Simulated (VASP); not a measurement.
Runs of VASP 6.6.1 on Si. The structure is that of space group Fd-3m (No. 227), or close to it. The cells are those of the table. 

```csv
task,cell,gap on the mesh (eV),pressure (GPa)
single point,"a = 3.814 Å, angles 60.0°, 2 atoms",0.44,0.4
single point,"a = 3.866 Å, angles 60.0°, 2 atoms",(a),-3.2
single point,"a = 3.860, b = 3.860, c = 3.879 Å, angles 59.8, 59.8, 60.3°, 2 atoms",0.40,-3.2
single point,"a = 3.879, b = 3.879, c = 3.840 Å, angles 60.3, 60.3, 59.3°, 2 atoms",0.40,-3.2
single point,"a = 3.827 Å, angles 60.0°, 2 atoms",0.45,-0.5
electric field gradients,"a = 3.860, b = 3.860, c = 3.879 Å, angles 59.8, 59.8, 60.3°, 2 atoms",0.40,-3.2
electric field gradients,"a = 3.916 Å, angles 60.0°, 2 atoms",0.56,-6.1
electric field gradients,"a = 3.802, b = 3.802, c = 3.840 Å, angles 59.7, 59.7, 60.7°, 2 atoms",(b),0.4
```

Alike in all rows: level LDA; potentials or basis VASP PAW LDA potentials, release 64 (Si); no spin polarisation; k mesh 12 × 12 × 12; cutoff (eV) 520; smearing fermi-dirac 0.08 eV.

Problem. Fill in the values left out.

Solution. (a) 0.50; (b) 0.22.

A k mesh can miss the band edges.
